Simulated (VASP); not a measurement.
Here is a VASP 6.6.1 calculation.

File INCAR:

```
SYSTEM = AlSi16
PREC = Accurate
ENCUT = 520
EDIFF = 1E-6
ISMEAR = -1
SIGMA = 0.02
LREAL = Auto
LASPH = .TRUE.
NELM = 150
ALGO = Normal
ISIF = 2
LWAVE = .FALSE.
LCHARG = .TRUE.
ISPIN = 2
MAGMOM = 0 0 0 0 0 0 0 0 0 0 0 0 0 0 0 0 0
LORBIT = 11
GGA = PE
LELF = .TRUE.
LVHAR = .TRUE.
NBANDS = 52
```

Contents of KPOINTS:

```
Automatic mesh
0
G
  2 2 2
  0 0 0
```

File POSCAR:

```
AlSi16
1.0
    0.0000000000      5.4300000000      5.4300000000
    5.4300000000      0.0000000000      5.4300000000
    5.4300000000      5.4300000000      0.0000000000
Si Al
16 1
Direct
   -0.0424493554     -0.0456537753      0.0667587477
    0.2105616943      0.2097882136      0.0835635359
   -0.0662523020      0.0723480663      0.4726427256
    0.0516298343      0.1079834254      0.6614456722
   -0.0150092081      0.5676979742     -0.0039963168
    0.0940423573      0.5794751381      0.2192357274
   -0.0812523020      0.4638674033      0.6082136280
    0.1002486188      0.6898250460      0.5991436464
    0.5061602210     -0.0251473297     -0.0516298343
    0.5882872928      0.0666666667      0.1508103131
    0.4259852670     -0.0209208103      0.5468139963
    0.5692909761      0.1575230203      0.6003591160
    0.4560036832      0.4603683241      0.0315285451
    0.5955156538      0.6058471455      0.1361786372
    0.4600184162      0.5114548803      0.5078084715
    0.5501933702      0.6176151013      0.6792909761
    0.8573480663      0.3449355433      0.9561694291
```

Potentials or basis: VASP PAW PBE potentials, release 64 (Si, Al).

The run is started by

```bash
$ cat potpaw_PBE.64/Si/POTCAR potpaw_PBE.64/Al/POTCAR > POTCAR
$ mpirun -np 1 vasp_std > vasp.out
```

(1) What does it give for the largest force?

(2) What does it give for the pressure?

Answers

(1) 3.614 eV/Å.

(2) 5.2 GPa.

Caveat: the k points lie up to 0.50 Å⁻¹ apart; no moment was typed at the start, so none could form.
